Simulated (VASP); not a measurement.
# TiSi2 (Fddd) in VASP: single point with r2SCAN

Aim: the single point of TiSi2 with r2SCAN.

Everything below comes from runs of VASP 6.6.1. Logs are shortened: lines on timing, memory, paths and dates and some standing lists are left out, and cuts for length are marked.

### 1 The cell of the first run

It takes space group Fddd (No. 70, orthorhombic). The conventional cell has a = 4.700 Å, b = 8.072 Å, c = 8.411 Å, α = 90.00°, β = 90.00°, γ = 90.00°. Ti (site symmetry 222) has 10 Si at 2.51 to 2.72 Å and 4 Ti at 3.14 Å within 3.3 Å. Within 3.3 Å of Si (site symmetry 2) lie 9 Si at 2.49 to 3.14 Å and 5 Ti at 2.51 to 2.72 Å.

### 2 Single point, r2SCAN

File POSCAR:

```
TiSi2
1.0
    0.0000000000      4.0361348151      4.2055199291
    2.3501542809      0.0000000000      4.2055199291
    2.3501542809      4.0361348151      0.0000000000
Ti Si
2 4
Direct
    0.7500000000      0.7500000000      0.7500000000
    0.5000000000      0.5000000000      0.5000000000
    0.0869652566      0.4130347434      0.0869652566
    0.4130347434      0.0869652566      0.4130347434
    0.1630347434      0.8369652566      0.1630347434
    0.8369652566      0.1630347434      0.8369652566
```

File INCAR.step1:

```
ALGO = Normal
EDIFF = 1E-4
ENCUT = 520
GGA = PE
ISMEAR = 0
LASPH = T
LCHARG = F
LREAL = F
LWAVE = T
NBANDS = 29
NELM = 60
PREC = Accurate
SIGMA = 0.1
```

File INCAR.step2:

```
ALGO = Normal
EDIFF = 1E-6
ENCUT = 520
ISIF = 2
ISMEAR = 0
ISTART = 1
LASPH = T
LCHARG = T
LELF = T
LMIXTAU = T
LREAL = F
LVHAR = T
LWAVE = F
METAGGA = R2SCAN
NBANDS = 29
NELM = 60
PREC = Accurate
SIGMA = 0.1
```

File KPOINTS:

```
k-points
0
Gamma
  10 10 10
```

Potentials or basis: VASP PAW PBE potentials, release 64 (Ti_sv, Si).

The run is started by

```
$ cat potpaw_PBE.64/Ti_sv/POTCAR potpaw_PBE.64/Si/POTCAR > POTCAR
$ cp INCAR.step1 INCAR
$ mpirun -np 1 vasp_std > vasp.out
$ cp INCAR.step2 INCAR
$ mpirun -np 1 vasp_std > vasp.out
```

OUTCAR:

```text
EDIFF = 1E-6
   ENCUT = 520
   ISIF = 2
   ISMEAR = 0
   ISTART = 1
   LASPH = T
   LREAL = F
   METAGGA = R2SCAN
   NELM = 60
   PREC = Accurate

 ion  position               nearest neighbor table
   1  0.750  0.750  0.750-   6 2.51   5 2.51   6 2.51   5 2.51   4 2.69   4 2.69   3 2.69   3 2.69
                             3 2.72   4 2.72
   2  0.500  0.500  0.500-   3 2.51   4 2.51   3 2.51   4 2.51   5 2.69   5 2.69   6 2.69   6 2.69
                             5 2.72   6 2.72
   3  0.087  0.413  0.087-   5 2.49   5 2.49   2 2.51   2 2.51   4 2.63   1 2.69   1 2.69   1 2.72
                             4 2.74   4 2.74   6 3.14   6 3.14   6 3.14   6 3.14
   4  0.413  0.087  0.413-   6 2.49   6 2.49   2 2.51   2 2.51   3 2.63   1 2.69   1 2.69   1 2.72
                             3 2.74   3 2.74   5 3.14   5 3.14   5 3.14   5 3.14
   5  0.163  0.837  0.163-   3 2.49   3 2.49   1 2.51   1 2.51   6 2.63   2 2.69   2 2.69   2 2.72
                             6 2.74   6 2.74   4 3.14   4 3.14   4 3.14   4 3.14
   6  0.837  0.163  0.837-   4 2.49   4 2.49   1 2.51   1 2.51   5 2.63   2 2.69   2 2.69   2 2.72
                             5 2.74   5 2.74   3 3.14   3 3.14   3 3.14   3 3.14

  LATTYP: Found a face centered orthorhombic cell.
 ALAT       =     4.7003085618
 B/A-ratio  =     1.7173914274
 C/A-ratio  =     1.7894654676

  Lattice vectors:

 A1 = (   0.0000000000,   4.0361348151,   4.2055199291)
 A2 = (   2.3501542809,   0.0000000000,   4.2055199291)
 A3 = (   2.3501542809,   4.0361348151,   0.0000000000)

Analysis of symmetry for initial positions (statically):
=====================================================================
 Subroutine PRICEL returns:
 Original cell was already a primitive cell.

 Routine SETGRP: Setting up the symmetry group for a
 face centered orthorhombic supercell.

 Subroutine GETGRP returns: Found  8 space group operations
 (whereof  4 operations were pure point group operations)
 out of a pool of  8 trial point group operations.

The static configuration has the point symmetry D_2 .
 The point group associated with its full space group is D_2h.

Analysis of symmetry for dynamics (positions and initial velocities):
=====================================================================
 Subroutine PRICEL returns:
 Original cell was already a primitive cell.

 Routine SETGRP: Setting up the symmetry group for a
 face centered orthorhombic supercell.

 Subroutine GETGRP returns: Found  8 space group operations
 (whereof  4 operations were pure point group operations)
 out of a pool of  8 trial point group operations.

The dynamic configuration has the point symmetry D_2 .
 The point group associated with its full space group is D_2h.

 Subroutine INISYM returns: Found  8 space group operations
 (whereof  4 operations are pure point group operations),
 and found     1 'primitive' translations

----------------------------------------------------------------------------------------

                                     Primitive cell

  volume of cell :      79.7833

  direct lattice vectors                    reciprocal lattice vectors
     0.000000000  4.036134815  4.205519929    -0.212751990  0.123880897  0.118891364
     2.350154281  0.000000000  4.205519929     0.212751990 -0.123880897  0.118891364
     2.350154281  4.036134815  0.000000000     0.212751990  0.123880897 -0.118891364

  length of vectors
     5.828960638  4.817636663  4.670504190     0.273395395  0.273395395  0.273395395

  position of ions in fractional coordinates (direct lattice)
     0.750000000  0.750000000  0.750000000
     0.500000000  0.500000000  0.500000000
     0.086965257  0.413034743  0.086965257
     0.413034743  0.086965257  0.413034743
     0.163034743  0.836965257  0.163034743
     0.836965257  0.163034743  0.836965257

  ion indices of the primitive-cell ions
   primitive index   ion index
                 1           1
                 2           2
                 3           3
                 4           4
                 5           5
                 6           6

----------------------------------------------------------------------------------------

 KPOINTS: k-points

Automatic generation of k-mesh.
 Grid dimensions read from file:
 generate k-points for:   10   10   10

 Generating k-lattice:

  Cartesian coordinates                     Fractional coordinates (reciprocal lattice)
    -0.021275199  0.012388090  0.011889136     0.100000000  0.000000000 -0.000000000
     0.021275199 -0.012388090  0.011889136     0.000000000  0.100000000  0.000000000
     0.021275199  0.012388090 -0.011889136    -0.000000000  0.000000000  0.100000000

  Length of vectors
     0.027339540  0.027339540  0.027339540

  Shift w.r.t. Gamma in fractional coordinates (k-lattice)
     0.000000000  0.000000000  0.000000000

 Subroutine IBZKPT returns following result:
 ===========================================

 Found    171 irreducible k-points:

 Following reciprocal coordinates:
            Coordinates               Weight
  0.000000  0.000000  0.000000      1.000000
  0.100000  0.000000  0.000000      8.000000
  0.200000  0.000000  0.000000      8.000000
  0.300000  0.000000  0.000000      8.000000
  0.400000  0.000000  0.000000      8.000000
  0.500000  0.000000  0.000000      4.000000
[... 16 lines left out ...]
  0.300000  0.300000  0.000000      2.000000
  0.400000  0.300000  0.000000      8.000000
 [... further k-points ...]
   k-points           NKPTS =    171   k-points in BZ     NKDIM =    171   number of bands    NBANDS=     29
   number of dos      NEDOS =    301   number of ions     NIONS =      6
   total plane-waves  NPLWV =  62208
   dimension x,y,z NGX =    48 NGY =   36 NGZ =   36
   dimension x,y,z NGXF=    96 NGYF=   72 NGZF=   72
   ions per type =               2   4
   NGX,Y,Z   is equivalent  to a cutoff of  13.69, 12.42, 12.81 a.u.
   NGXF,Y,Z  is equivalent  to a cutoff of  27.38, 24.85, 25.63 a.u.
 SYSTEM =  unknown system
   PREC   = accura    normal or accurate (medium, high low for compatibility)
   ISTART =      1    job   : 0-new  1-cont  2-samecut
   ICHARG =      0    charge: 1-file 2-atom 10-const
   ISPIN  =      1    spin polarized calculation?
   LNONCOLLINEAR =      F non collinear calculations
   LSORBIT =      F    spin-orbit coupling
   LASPH  =      T    aspherical Exc in radial PAW
   ENCUT  =  520.0 eV  38.22 Ry    6.18 a.u.  10.84  8.96  8.68*2*pi/ulx,y,z
   NELM   =     60;   NELMIN=  2; NELMDL=  0     # of ELM steps
   EDIFF  = 0.1E-05   stopping-criterion for ELM
   LREAL  =      F    real-space projection
   EDIFFG = 0.1E-04   stopping-criterion for IOM
   NSW    =      0    number of steps for IOM
   IBRION =     -1    ionic relax: 0-MD 1-quasi-New 2-CG
   NFREE  =      0    steps in history (QN), initial steepest desc. (CG)
   ISIF   =      2    stress and relaxation
   ISYM   =      2    0-nonsym 1-usesym 2-fastsym
   POTIM  = 0.5000    time-step for ionic-motion
   TEBEG  =    0.0;   TEEND  =   0.0 temperature during run
   PSTRESS=    0.0 pullay stress
   NELECT =      40.0000    total number of electrons
   NUPDOWN=      -1.0000    fix difference up-down
   EMIN   =  10.00;   EMAX   =-10.00  energy-range for DOS
   EFERMI =   0.00;   METHOD = LEGACY
   ISMEAR =     0;   SIGMA  =   0.10  broadening in eV -4-tet -1-fermi 0-gaus
   EFERMI_NEDOS =   21; number of points for ismear=-14 and -15
   IALGO  =     38    algorithm
   IMIX   =      4    mixing-type and parameters
     AMIX     =   0.40;   BMIX     =  1.00
     AMIX_MAG =   1.60;   BMIX_MAG =  1.00
  volume/ion in A,a.u.               =      13.30        89.73
  Fermi-wavevector in a.u.,A,eV,Ry     =   1.300542  2.457667 23.013009  1.691408
  Thomas-Fermi vector in A             =   2.431734
   LORBIT       =      0    0 simple, 1 ext, 2 COOP (PROOUT), +10 PAW based schemes
   METAGGA = R2SCAN    functional components
   LHFCALC =     F    Hartree Fock is set to
   AEXX    =    0.0000 exact exchange contribution
   IVDW    =     0    specifies the selected vdW correction
   LEPSILON=     F    determine dielectric tensor
   LRPA    =     F    only Hartree local field effects (RPA)
 non-spin polarized calculation
 Gauss-broadening in eV      SIGMA  =   0.10
  energy-cutoff  :      520.00
  volume of cell :       79.78
 maximum number of plane-waves:      2176
 NGX is ok and might be reduce to    48
   NGX = 21   NGY = 17   NGZ = 17

 number of electron      40.0000002 magnetization

 Free energy of the ion-electron system (eV)
  ---------------------------------------------------
  ext. energy  EPLUGINS =         0.00000000
  ---------------------------------------------------
  free energy    TOTEN  =       -64.01577739 eV

  energy without entropy =      -64.00587210  energy(sigma->0) =      -64.01082474

 E-fermi :  10.8466     XC(G=0): -12.8212

 val. band max:       10.8368262384   @ k =  -0.3000   0.2000   0.1000
 cond. band min:      10.8538117528   @ k =   0.0000   0.2000   0.2000
 fundamental gap:      0.0169855144
 Fermi energy:        10.8466354983

 k-point     1 :       0.0000    0.0000    0.0000
  band No.  band energies     occupation
      1     -47.6073      2.00000
      2     -47.5688      2.00000
      3     -22.9988      2.00000
      4     -22.9573      2.00000
      5     -22.8785      2.00000
      6     -22.8608      2.00000
[... 21 lines left out ...]
     28      15.1067      0.00000
     29      15.1358      0.00000

 k-point     2 :       0.1000    0.0000    0.0000
  band No.  band energies     occupation
      1     -47.6065      2.00000
      2     -47.5695      2.00000
      3     -22.9980      2.00000
      4     -22.9575      2.00000
      5     -22.8816      2.00000
      6     -22.8609      2.00000
[... 21 lines left out ...]
     28      15.0169      0.00000
     29      15.1088      0.00000

 k-point     3 :       0.2000    0.0000    0.0000
  band No.  band energies     occupation
      1     -47.6045      2.00000
      2     -47.5714      2.00000
      3     -22.9966      2.00000
      4     -22.9573      2.00000
      5     -22.8906      2.00000
      6     -22.8603      2.00000
[... 638 lines left out ...]
      5     -22.9074      2.00000
      6     -22.8747      2.00000
[... 21 lines left out ...]
     28      15.1922      0.00000
     29      15.5283      0.00000

 k-point    24 :       0.4000    0.3000    0.0000
  band No.  band energies     occupation
      1     -47.5964      2.00000
      2     -47.5794      2.00000
      3     -22.9665      2.00000
      4     -22.9427      2.00000
      5     -22.9187      2.00000
      6     -22.8818      2.00000
[... 21 lines left out ...]
     28      15.3651      0.00000
     29      15.4230      0.00000

 [... further k-points ...]

------------------------ aborting loop because EDIFF is reached ----------------------------------------

  FORCE on cell =-STRESS in cart. coord.  units (eV):
  Direction    XX          YY          ZZ          XY          YZ          ZX
  --------------------------------------------------------------------------------------
  -------------------------------------------------------------------------------------
  Total        4.2171188      4.1823347      4.1158826      0.0000000      0.0000000      0.0000000
  in kB       84.6865994     83.9880763     82.6536105      0.0000000      0.0000000      0.0000000
  external PRESSURE =      83.7760954 kB  Pullay stress =       0.0000000 kB

 VOLUME and BASIS-vectors are now :
 -----------------------------------------------------------------------------
  energy-cutoff  :      520.00
  volume of cell :       79.78
      direct lattice vectors                 reciprocal lattice vectors
     0.000000000  4.036134815  4.205519929    -0.212751990  0.123880897  0.118891364
     2.350154281  0.000000000  4.205519929     0.212751990 -0.123880897  0.118891364
     2.350154281  4.036134815  0.000000000     0.212751990  0.123880897 -0.118891364

 POSITION                                       TOTAL-FORCE (eV/Angst)
 -----------------------------------------------------------------------------------
      3.52523      6.05420      6.30828         0.000000     -0.000000     -0.000000
      2.35015      4.03613      4.20552         0.000000     -0.000000      0.000000
      1.17508      0.70201      2.10276        -0.000000      0.005101     -0.000000
      1.17508      3.33413      2.10276        -0.000000     -0.005101     -0.000000
      2.35015      1.31606      4.20552        -0.000000     -0.005101      0.000000
      2.35015      6.75621      4.20552        -0.000000      0.005101      0.000000
 -----------------------------------------------------------------------------------
    total drift:                               -0.000000     -0.000000     -0.000000

  FREE ENERGIE OF THE ION-ELECTRON SYSTEM (eV)
  ---------------------------------------------------
  free  energy   TOTEN  =       -64.0157773877 eV

  energy  without entropy=      -64.0058721005  energy(sigma->0) =      -64.01082474
```

It took 16 min on 1 thread of AMD EPYC 9R45 (Zen 5), shared host; peak memory 0.45 GiB.

What came out:

- Free energy: -64.0158 eV
- Pressure: 8.4 GPa
- Largest force: 0.005 eV/Å
- Band gap on the k mesh: zero (bands 20 and 21 overlap by 2.12 eV)

Forces on the atoms (eV/Å):
```
Ti   0.000  0.000  0.000
Ti   0.000  0.000  0.000
Si   0.000  0.005  0.000
Si   0.000 -0.005  0.000
Si   0.000 -0.005  0.000
Si   0.000  0.005  0.000
```

Stress tensor (GPa, compression positive):
```
8.47 0.00 0.00
0.00 8.40 0.00
0.00 0.00 8.27
```

Caveat: the cell stands under pressure; the PAW data sets were made with another functional, which shifts forces and pressure a little.
